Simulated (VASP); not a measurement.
# BaZrO3 (Pm-3m) in VASP: further runs

BaZrO3 is run at these levels: PBE; tasks: single point.

Everything below comes from runs of VASP 6.6.1. Logs are shortened: lines on timing, memory, paths and dates and some standing lists are left out, and cuts for length are marked.

## Step 1: The cell of the first run

It takes space group Pm-3m (No. 221, cubic). Conventional cell: a = 4.047 Å, b = 4.047 Å, c = 4.047 Å, α = 90.00°, β = 90.00°, γ = 90.00°. Ba (site symmetry m-3m) has 12 O at 2.86 Å and 8 Zr at 3.50 Å within 3.8 Å. Within 2.7 Å of Zr (site symmetry m-3m) lie 6 O at 2.02 Å. Within 2.7 Å of O (site symmetry 4/mmm) lie 2 Zr at 2.02 Å.

## Step 2: Single point, PBE

INCAR

```
PREC = Accurate
ENCUT = 520
EDIFF = 1E-6
ISMEAR = 0
SIGMA = 0.01
LREAL = F
LASPH = T
NELM = 100
ALGO = Normal
ISIF = 2
LWAVE = F
LCHARG = F
GGA = PE
NBANDS = 28
```

KPOINTS

```
Automatic mesh
0
Gamma
  5 5 5
```

POSCAR

```
BaZrO3
1.0
    4.0466942773      0.0000000000      0.0000000000
    0.0000000000      4.0466942773      0.0000000000
    0.0000000000      0.0000000000      4.0466942773
Ba Zr O
1 1 3
Direct
    0.0000000000      0.0000000000      0.0000000000
    0.5000000000      0.5000000000      0.5000000000
    0.0000000000      0.5000000000      0.5000000000
    0.5000000000      0.0000000000      0.5000000000
    0.5000000000      0.5000000000      0.0000000000
```

Potentials or basis: VASP PAW PBE potentials, release 64 (Ba_sv, Zr_sv, O).

Command:

```console
> cat potpaw_PBE.64/Ba_sv/POTCAR potpaw_PBE.64/Zr_sv/POTCAR potpaw_PBE.64/O/POTCAR > POTCAR
> mpirun -np 1 vasp_std > vasp.out
```

OUTCAR:

```text
PREC = Accurate
   ENCUT = 520
   EDIFF = 1E-6
   ISMEAR = 0
   LREAL = F
   LASPH = T
   NELM = 100
   ISIF = 2
   GGA = PE

 ion  position               nearest neighbor table
   1  0.000  0.000  0.000-   3 2.86   4 2.86   5 2.86   3 2.86   4 2.86   3 2.86   5 2.86   3 2.86
                             4 2.86   5 2.86   4 2.86   5 2.86   2 3.50   2 3.50   2 3.50   2 3.50
   2  0.500  0.500  0.500-   3 2.02   4 2.02   5 2.02   5 2.02   4 2.02   3 2.02   1 3.50   1 3.50
                             1 3.50   1 3.50   1 3.50   1 3.50   1 3.50   1 3.50
   3  0.000  0.500  0.500-   2 2.02   2 2.02   1 2.86   1 2.86   1 2.86   1 2.86
   4  0.500  0.000  0.500-   2 2.02   2 2.02   1 2.86   1 2.86   1 2.86   1 2.86
   5  0.500  0.500  0.000-   2 2.02   2 2.02   1 2.86   1 2.86   1 2.86   1 2.86

  LATTYP: Found a simple cubic cell.
 ALAT       =     4.0466942773

  Lattice vectors:

 A1 = (   4.0466942773,   0.0000000000,   0.0000000000)
 A2 = (   0.0000000000,   4.0466942773,   0.0000000000)
 A3 = (   0.0000000000,   0.0000000000,   4.0466942773)

Analysis of symmetry for initial positions (statically):
=====================================================================
 Subroutine PRICEL returns:
 Original cell was already a primitive cell.

 Routine SETGRP: Setting up the symmetry group for a
 simple cubic supercell.

 Subroutine GETGRP returns: Found 48 space group operations
[... 9 lines left out ...]

 Routine SETGRP: Setting up the symmetry group for a
 simple cubic supercell.

 Subroutine GETGRP returns: Found 48 space group operations
[... 11 lines left out ...]
                                     Primitive cell

  volume of cell :      66.2676

  direct lattice vectors                    reciprocal lattice vectors
     4.046694277  0.000000000  0.000000000     0.247115283  0.000000000  0.000000000
     0.000000000  4.046694277  0.000000000     0.000000000  0.247115283  0.000000000
     0.000000000  0.000000000  4.046694277     0.000000000  0.000000000  0.247115283

  length of vectors
     4.046694277  4.046694277  4.046694277     0.247115283  0.247115283  0.247115283

  position of ions in fractional coordinates (direct lattice)
     0.000000000  0.000000000  0.000000000
     0.500000000  0.500000000  0.500000000
     0.000000000  0.500000000  0.500000000
     0.500000000  0.000000000  0.500000000
     0.500000000  0.500000000  0.000000000

  ion indices of the primitive-cell ions
   primitive index   ion index
                 1           1
                 2           2
                 3           3
                 4           4
                 5           5

----------------------------------------------------------------------------------------

 KPOINTS: Automatic mesh

Automatic generation of k-mesh.
 Grid dimensions read from file:
 generate k-points for:    5    5    5

 Generating k-lattice:

  Cartesian coordinates                     Fractional coordinates (reciprocal lattice)
     0.049423057  0.000000000  0.000000000     0.200000000  0.000000000  0.000000000
     0.000000000  0.049423057  0.000000000     0.000000000  0.200000000  0.000000000
     0.000000000  0.000000000  0.049423057     0.000000000  0.000000000  0.200000000

  Length of vectors
     0.049423057  0.049423057  0.049423057

  Shift w.r.t. Gamma in fractional coordinates (k-lattice)
     0.000000000  0.000000000  0.000000000

 Subroutine IBZKPT returns following result:
 ===========================================

 Found     10 irreducible k-points:

 Following reciprocal coordinates:
            Coordinates               Weight
  0.000000  0.000000  0.000000      1.000000
  0.200000  0.000000  0.000000      6.000000
  0.400000  0.000000  0.000000      6.000000
  0.200000  0.200000  0.000000     12.000000
  0.400000  0.200000  0.000000     24.000000
  0.400000  0.400000  0.000000     12.000000
  0.200000  0.200000  0.200000      8.000000
  0.400000  0.200000  0.200000     24.000000
  0.400000  0.400000  0.200000     24.000000
  0.400000  0.400000  0.400000      8.000000
   k-points           NKPTS =     10   k-points in BZ     NKDIM =     10   number of bands    NBANDS=     28
   number of dos      NEDOS =    301   number of ions     NIONS =      5
   total plane-waves  NPLWV =  27000
   dimension x,y,z NGX =    30 NGY =   30 NGZ =   30
   dimension x,y,z NGXF=    60 NGYF=   60 NGZF=   60
   ions per type =               1   1   3
   NGX,Y,Z   is equivalent  to a cutoff of  12.32, 12.32, 12.32 a.u.
   NGXF,Y,Z  is equivalent  to a cutoff of  24.65, 24.65, 24.65 a.u.
 SYSTEM =  unknown system
   PREC   = accura    normal or accurate (medium, high low for compatibility)
   ISTART =      0    job   : 0-new  1-cont  2-samecut
   ICHARG =      2    charge: 1-file 2-atom 10-const
   ISPIN  =      1    spin polarized calculation?
   LNONCOLLINEAR =      F non collinear calculations
   LSORBIT =      F    spin-orbit coupling
   LASPH  =      T    aspherical Exc in radial PAW
   ENCUT  =  520.0 eV  38.22 Ry    6.18 a.u.   7.52  7.52  7.52*2*pi/ulx,y,z
   NELM   =    100;   NELMIN=  2; NELMDL= -5     # of ELM steps
   EDIFF  = 0.1E-05   stopping-criterion for ELM
   LREAL  =      F    real-space projection
   EDIFFG = 0.1E-04   stopping-criterion for IOM
   NSW    =      0    number of steps for IOM
   IBRION =     -1    ionic relax: 0-MD 1-quasi-New 2-CG
   NFREE  =      0    steps in history (QN), initial steepest desc. (CG)
   ISIF   =      2    stress and relaxation
   ISYM   =      2    0-nonsym 1-usesym 2-fastsym
   POTIM  = 0.5000    time-step for ionic-motion
   TEBEG  =    0.0;   TEEND  =   0.0 temperature during run
   PSTRESS=    0.0 pullay stress
   NELECT =      40.0000    total number of electrons
   NUPDOWN=      -1.0000    fix difference up-down
   EMIN   =  10.00;   EMAX   =-10.00  energy-range for DOS
   EFERMI =   0.00;   METHOD = LEGACY
   ISMEAR =     0;   SIGMA  =   0.01  broadening in eV -4-tet -1-fermi 0-gaus
   EFERMI_NEDOS =   21; number of points for ismear=-14 and -15
   IALGO  =     38    algorithm
   IMIX   =      4    mixing-type and parameters
     AMIX     =   0.40;   BMIX     =  1.00
     AMIX_MAG =   1.60;   BMIX_MAG =  1.00
  volume/ion in A,a.u.               =      13.25        89.44
  Fermi-wavevector in a.u.,A,eV,Ry     =   1.383549  2.614528 26.044365  1.914207
  Thomas-Fermi vector in A             =   2.508136
   LORBIT       =      0    0 simple, 1 ext, 2 COOP (PROOUT), +10 PAW based schemes
   GGA     = PE    functional components
   LHFCALC =     F    Hartree Fock is set to
   AEXX    =    0.0000 exact exchange contribution
   IVDW    =     0    specifies the selected vdW correction
   LEPSILON=     F    determine dielectric tensor
   LRPA    =     F    only Hartree local field effects (RPA)
 non-spin polarized calculation
 Gauss-broadening in eV      SIGMA  =   0.01
  energy-cutoff  :      520.00
  volume of cell :       66.27
 maximum number of plane-waves:      1795
 NGX is ok and might be reduce to    30
   NGX = 15   NGY = 15   NGZ = 15

 number of electron      39.9999976 magnetization

 Free energy of the ion-electron system (eV)
  ---------------------------------------------------
  ext. energy  EPLUGINS =         0.00000000
  ---------------------------------------------------
  free energy    TOTEN  =       -40.96714830 eV

  energy without entropy =      -40.96714830  energy(sigma->0) =      -40.96714830

 E-fermi :   4.6075     XC(G=0): -11.3136

 val. band max:        4.5165208295   @ k =   0.0000   0.0000   0.0000
 cond. band min:       7.9798431132   @ k =   0.0000   0.0000   0.0000
 fundamental gap:      3.4633222837
 Fermi energy:         4.6075427601

 k-point     1 :       0.0000    0.0000    0.0000
  band No.  band energies     occupation
      1     -41.7846      2.00000
      2     -20.4406      2.00000
      3     -20.1111      2.00000
      4     -20.1111      2.00000
      5     -20.1111      2.00000
      6     -11.9484      2.00000
[... 20 lines left out ...]
     27      13.2050      0.00000
     28      13.2050      0.00000

 k-point     2 :       0.2000    0.0000    0.0000
  band No.  band energies     occupation
      1     -41.7824      2.00000
      2     -20.5584      2.00000
      3     -20.1068      2.00000
      4     -20.1068      2.00000
      5     -20.1023      2.00000
      6     -12.0422      2.00000
[... 20 lines left out ...]
     27      13.2111      0.00000
     28      13.2571      0.00000

 k-point     3 :       0.4000    0.0000    0.0000
  band No.  band energies     occupation
      1     -41.7789      2.00000
      2     -20.7539      2.00000
      3     -20.0999      2.00000
      4     -20.0999      2.00000
      5     -20.0647      2.00000
      6     -12.2550      2.00000
[... 20 lines left out ...]
     27      13.2152      0.00000
     28      13.9099      0.00000

 k-point     4 :       0.2000    0.2000    0.0000
  band No.  band energies     occupation
      1     -41.7802      2.00000
      2     -20.5686      2.00000
      3     -20.2580      2.00000
      4     -20.1027      2.00000
      5     -20.0565      2.00000
      6     -11.9795      2.00000
[... 20 lines left out ...]
     27      13.2496      0.00000
     28      13.8674      0.00000

 k-point     5 :       0.4000    0.2000    0.0000
  band No.  band energies     occupation
      1     -41.7767      2.00000
      2     -20.6886      2.00000
      3     -20.2678      2.00000
      4     -20.0960      2.00000
      5     -20.0951      2.00000
      6     -12.0555      2.00000
[... 20 lines left out ...]
     27      13.0332      0.00000
     28      14.0734      0.00000

 k-point     6 :       0.4000    0.4000    0.0000
  band No.  band energies     occupation
      1     -41.7733      2.00000
      2     -20.5596      2.00000
      3     -20.4782      2.00000
      4     -20.2087      2.00000
      5     -20.0897      2.00000
      6     -11.9311      2.00000
[... 20 lines left out ...]
     27      13.9999      0.00000
     28      14.5450      0.00000

 k-point     7 :       0.2000    0.2000    0.2000
  band No.  band energies     occupation
      1     -41.7781      2.00000
      2     -20.5509      2.00000
      3     -20.2530      2.00000
      4     -20.2530      2.00000
      5     -20.0459      2.00000
      6     -11.6365      2.00000
[... 20 lines left out ...]
     27      13.9184      0.00000
     28      13.9185      0.00000

 k-point     8 :       0.4000    0.2000    0.2000
  band No.  band energies     occupation
      1     -41.7746      2.00000
      2     -20.6331      2.00000
      3     -20.2771      2.00000
      4     -20.2449      2.00000
      5     -20.1178      2.00000
      6     -11.6624      2.00000
[... 20 lines left out ...]
     27      13.1242      0.00000
     28      13.7805      0.00000

 k-point     9 :       0.4000    0.4000    0.2000
  band No.  band energies     occupation
      1     -41.7711      2.00000
      2     -20.5292      2.00000
      3     -20.4720      2.00000
      4     -20.2492      2.00000
      5     -20.2051      2.00000
      6     -11.4415      2.00000
[... 20 lines left out ...]
     27      13.2850      0.00000
     28      14.2274      0.00000

 k-point    10 :       0.4000    0.4000    0.4000
  band No.  band energies     occupation
      1     -41.7677      2.00000
      2     -20.4781      2.00000
      3     -20.4621      2.00000
      4     -20.4621      2.00000
      5     -20.2261      2.00000
      6     -10.6256      2.00000
[... 20 lines left out ...]
     27      14.0424      0.00000
     28      14.0424      0.00000

------------------------ aborting loop because EDIFF is reached ----------------------------------------

  FORCE on cell =-STRESS in cart. coord.  units (eV):
  Direction    XX          YY          ZZ          XY          YZ          ZX
  --------------------------------------------------------------------------------------
  -------------------------------------------------------------------------------------
  Total       11.4832108     11.4832108     11.4832108     -0.0000000      0.0000000      0.0000000
  in kB      277.6340544    277.6340544    277.6340544     -0.0000000      0.0000000      0.0000000
  external PRESSURE =     277.6340544 kB  Pullay stress =       0.0000000 kB

 VOLUME and BASIS-vectors are now :
 -----------------------------------------------------------------------------
  energy-cutoff  :      520.00
  volume of cell :       66.27
      direct lattice vectors                 reciprocal lattice vectors
     4.046694277  0.000000000  0.000000000     0.247115283  0.000000000  0.000000000
     0.000000000  4.046694277  0.000000000     0.000000000  0.247115283  0.000000000
     0.000000000  0.000000000  4.046694277     0.000000000  0.000000000  0.247115283

 POSITION                                       TOTAL-FORCE (eV/Angst)
 -----------------------------------------------------------------------------------
      0.00000      0.00000      0.00000         0.000000      0.000000      0.000000
      2.02335      2.02335      2.02335         0.000000      0.000000      0.000000
      0.00000      2.02335      2.02335         0.000000      0.000000      0.000000
      2.02335      0.00000      2.02335         0.000000      0.000000      0.000000
      2.02335      2.02335      0.00000         0.000000      0.000000      0.000000
 -----------------------------------------------------------------------------------
    total drift:                                0.000000      0.000000     -0.000000

  FREE ENERGIE OF THE ION-ELECTRON SYSTEM (eV)
  ---------------------------------------------------
  free  energy   TOTEN  =       -40.9671482968 eV

  energy  without entropy=      -40.9671482968  energy(sigma->0) =      -40.96714830
```

Run time: 16 s. Hardware: 1 thread of AMD EPYC 7R43 (Zen 3), shared host; peak memory 0.14 GiB.

What came out:

```yaml
Free_energy: -40.9671 eV
Pressure: 27.8 GPa
Band_gap_on_the_k_mesh: 3.46 eV, direct
```

Caveat: spin-orbit coupling is left out, which moves the levels of the heavy elements.

## Step 3: Single point, PBE

This run uses another cell than the first one, of 13.62 Å³/atom, 1.028 times its volume.

INCAR

```
ALGO = Normal ; EDIFF = 1E-7
ENCUT = 520 ; GGA = PE
ISIF = 2 ; ISMEAR = 0
LASPH = True ; LCHARG = False
LREAL = False ; LWAVE = False
NBANDS = 28 ; NELM = 100
PREC = Accurate ; SIGMA = 0.01
```

KPOINTS

```
k-points
0
Gamma
  5 5 5
```

POSCAR: that of step 2 with these lines changed.

```diff
@@ -2,5 +2,5 @@
 1.0
-    4.0466942773      0.0000000000      0.0000000000
-    0.0000000000      4.0466942773      0.0000000000
-    0.0000000000      0.0000000000      4.0466942773
+    4.0838219867      0.0000000000      0.0000000000
+    0.0000000000      4.0838219867      0.0000000000
+    0.0000000000      0.0000000000      4.0838219867
 Ba Zr O
```

Potentials or basis: VASP PAW PBE potentials, release 64 (Ba_sv, Zr_sv, O).

Command:

```console
> cat potpaw_PBE.64/Ba_sv/POTCAR potpaw_PBE.64/Zr_sv/POTCAR potpaw_PBE.64/O/POTCAR > POTCAR
> mpirun -np 1 vasp_std > vasp.out
```

It took 19 s on 1 thread of AMD EPYC 7R43 (Zen 3), shared host; peak memory 0.14 GiB.

Results (log left out):

| Quantity | Value |
| --- | --- |
| Free energy | -41.2481 eV |
| Pressure | 20.9 GPa |
| Band gap on the k mesh | 3.46 eV, direct |

Levels at points of the mesh, in eV from the valence-band top:
```tsv
k point	band 18	band 19	band 20	band 21	band 22	band 23
(0.00, 0.00, 0.00)	0.00	0.00	0.00	3.46	3.46	3.46
```

Caveat: spin-orbit coupling is left out, which moves the levels of the heavy elements. A k mesh can miss the band edges.

## Step 4: Single point, PBE

This run uses another cell than the first one, of 13.99 Å³/atom, 1.056 times its volume.

INCAR

```
PREC = Accurate ; ENCUT = 520
EDIFF = 1E-7 ; ISMEAR = 0
SIGMA = 0.01 ; LREAL = False
LASPH = True ; NELM = 100
ALGO = Normal ; ISIF = 2
LWAVE = False ; LCHARG = False
GGA = PE ; NBANDS = 28
```

KPOINTS

```
Automatic mesh
0
Gamma
  5 5 5
```

POSCAR: that of step 3 with these lines changed.

```diff
@@ -2,5 +2,5 @@
 1.0
-    4.0838219867      0.0000000000      0.0000000000
-    0.0000000000      4.0838219867      0.0000000000
-    0.0000000000      0.0000000000      4.0838219867
+    4.1202866125      0.0000000000      0.0000000000
+    0.0000000000      4.1202866125      0.0000000000
+    0.0000000000      0.0000000000      4.1202866125
 Ba Zr O
```

Command:

```console
> cat potpaw_PBE.64/Ba_sv/POTCAR potpaw_PBE.64/Zr_sv/POTCAR potpaw_PBE.64/O/POTCAR > POTCAR
> mpirun -np 1 vasp_std > vasp.out
```

Wall time 21 s (1 thread of AMD EPYC 7R43 (Zen 3), shared host); peak memory 0.15 GiB.

It converged, with:

- Free energy: -41.4556 eV
- Pressure: 14.9 GPa
- Band gap on the k mesh: 3.41 eV, indirect (least direct gap 3.45 eV)

Levels at points of the mesh, in eV from the valence-band top:
```csv
k point,band 18,band 19,band 20,band 21,band 22,band 23
"(0.00, 0.00, 0.00)",-0.04,-0.04,-0.04,3.41,3.41,3.41
```

Caveat: spin-orbit coupling is left out, which moves the levels of the heavy elements.

## Step 5: The runs side by side

| cell | gap on the mesh (eV) | pressure (GPa) |
| --- | --- | --- |
| a = 4.047 Å, 5 atoms | 3.46 | 27.8 |
| a = 4.084 Å, 5 atoms | 3.46 | 20.9 |
| a = 4.120 Å, 5 atoms | 3.41 | 14.9 |

Alike in all rows: task single point; level PBE; potentials or basis VASP PAW PBE potentials, release 64 (Ba_sv, Zr_sv, O); no spin polarisation; k mesh 5 × 5 × 5; cutoff (eV) 520; smearing gaussian 0.01 eV.

Caveats: spin-orbit coupling is left out, which moves the levels of the heavy elements.

Absolute energies hang on the potentials; compare differences alone.
